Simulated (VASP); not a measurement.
**Tl2Ge: single point with PBE**

Tl2Ge:

```
Tl Ge
1.0
    -2.50814    2.50814    6.30449
     2.50814   -2.50814    6.30449
     2.50814    2.50814   -6.30449
Tl Ge
4 2
Direct
  0.20660 0.20660 0.00000
  0.95660 0.45660 0.50000
  0.54340 0.04340 0.50000
  0.79340 0.79340 0.00000
  0.00000 0.00000 0.00000
  0.75000 0.25000 0.50000
```

* Program: VASP 6.6.1
* Task: single point
* Functional: PBE
* Potentials or basis: VASP PAW PBE potentials, release 64 (Tl_d, Ge_d)
* Cutoff: 520 eV
* k mesh: 6 × 6 × 6
* Occupations: gaussian, width 0.1 eV
* Spin: no spin polarisation
* Dipole correction: no
* Further INCAR settings: ALGO = Fast; EDIFF = 1e-07; NBANDS = 49

```json
{
  "Pressure": "19.3 GPa",
  "Largest force": "1.384 eV/Å",
  "Band gap on the k mesh": "zero (bands 40 and 41 overlap by 2.13 eV)"
}
```

Forces on the atoms (eV/Å):
```
Tl   0.000  0.000  1.384
Tl   0.000  0.000  1.384
Tl   0.000  0.000 -1.384
Tl   0.000  0.000 -1.384
Ge   0.000  0.000  0.000
Ge   0.000  0.000  0.000
```

Stress tensor (GPa, compression positive):
```
18.01  0.00  0.00
 0.00 18.01  0.00
 0.00  0.00 21.74
```

Levels at points of the mesh, in eV from the Fermi level:
```
           k point  band 37  band 38  band 39  band 40  band 41  band 42  band 43  band 44
(0.00, 0.00, 0.00)    -3.95    -2.94    -2.94    -1.84    -1.83     1.20     2.58     3.23
(0.50, 0.00, 0.00)    -3.80    -1.95    -1.79    -1.09     1.48     1.62     1.76     1.80
(0.50, 0.50, 0.00)    -2.29    -2.29    -1.72    -1.72     2.54     2.54     3.40     3.40
(0.50, 0.50, 0.50)    -3.64    -3.64    -1.84    -1.84    -0.49    -0.49     2.06     2.06
```

Wall time 4.8 min on 1 thread of Intel(R) Xeon(R) 6975P-C (Granite Rapids) (shared host), peak memory 0.49 GiB.

Caveat: the cell stands under pressure; spin-orbit coupling is left out, which moves the levels of the heavy elements; forces of over 1 eV/Å act on the atoms, so gaps and moduli don't describe the material at rest.
